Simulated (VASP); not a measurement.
## Cs2Ru: single point with PBE

The system is Cs2Ru.

```xyz
3
Lattice="6.2013 0.0000 0.0000 -3.1007 5.3705 0.0000 0.0000 0.0000 3.3278" Properties=species:S:1:pos:R:3 pbc="T T T"
Cs    0.0000    3.5803    1.6639
Cs    3.1007    1.7902    1.6639
Ru    0.0000    0.0000    0.0000
```

```yaml
Program: VASP 6.6.1
Task: single point
Functional: PBE
Potentials_or_basis: VASP PAW PBE potentials, release 64 (Cs_sv, Ru_pv)
Cutoff: 520 eV
k_mesh: 6 × 6 × 4
Occupations: gaussian, width 0.1 eV
Spin: no spin polarisation
```

The pressure is -0.1 GPa. The band gap on the k mesh is zero (bands 16 and 17 overlap by 0.69 eV).

Stress tensor (GPa, compression positive):
```
-0.24  0.00  0.00
 0.00 -0.24  0.00
 0.00  0.00  0.12
```

Levels at points of the mesh, in eV from the Fermi level:
```csv
k point,band 11,band 12,band 13,band 14,band 15,band 16,band 17,band 18,band 19,band 20
"(0.00, 0.00, 0.00)",-7.94,-2.22,-0.79,-0.04,-0.04,0.55,0.55,1.72,1.72,2.11
"(0.50, 0.00, 0.00)",-8.06,-1.57,-0.53,-0.33,-0.17,0.55,0.57,0.82,1.68,2.55
"(0.00, 0.00, 0.50)",-8.73,-0.62,-0.62,-0.59,-0.59,0.13,1.31,1.90,1.90,2.44
"(0.50, 0.00, 0.50)",-8.54,-0.79,-0.66,-0.58,-0.05,0.08,0.23,1.88,1.97,2.22
```

It took 28 s on 1 thread of Intel(R) Xeon(R) 6975P-C (Granite Rapids), with other jobs on the host, peak memory 0.26 GiB.

Caveat: the k points lie up to 0.47 Å⁻¹ apart, too coarse for converged energies and pressures of a metal; spin-orbit coupling is left out, which moves the levels of the heavy elements.
